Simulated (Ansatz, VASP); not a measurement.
## AgCl in VASP and in Ansatz

```
CELL_PARAMETERS angstrom
3.39559 0.00000 0.00000
0.00000 3.39559 0.00000
0.00000 0.00000 3.39559
ATOMIC_POSITIONS crystal
Ag 0.00000 0.00000 0.00000
Cl 0.50000 0.50000 0.50000
```

Alike in both runs: task single point; functional r2SCAN; k mesh 8 × 8 × 8; no spin polarisation.

|  | VASP | Ansatz |
| --- | --- | --- |
| version | VASP 6.6.1 | Ansatz 0.2.0 |
| potentials or method | VASP PAW PBE potentials, release 64 (Ag, Cl) | plane waves, PAW |
| plane-wave cutoff (eV) | 520 | 500 |
| occupations | gaussian, width 0.01 eV | fixed |
| valence electrons in the cell | 18 | 26 |

Ansatz gave:

| Item | Value |
| --- | --- |
| gap on the k mesh at the Fermi level (eV) | 1.23 |

**Question.** Which values does VASP return?

**Answer.** gap on the k mesh at the Fermi level (eV): 1.19.

VASP's potentials were made for PBE, not for r2SCAN. VASP's potentials hold 18 valence electrons a cell and Ansatz's 26, so a difference there can come from the potentials and not from the codes.
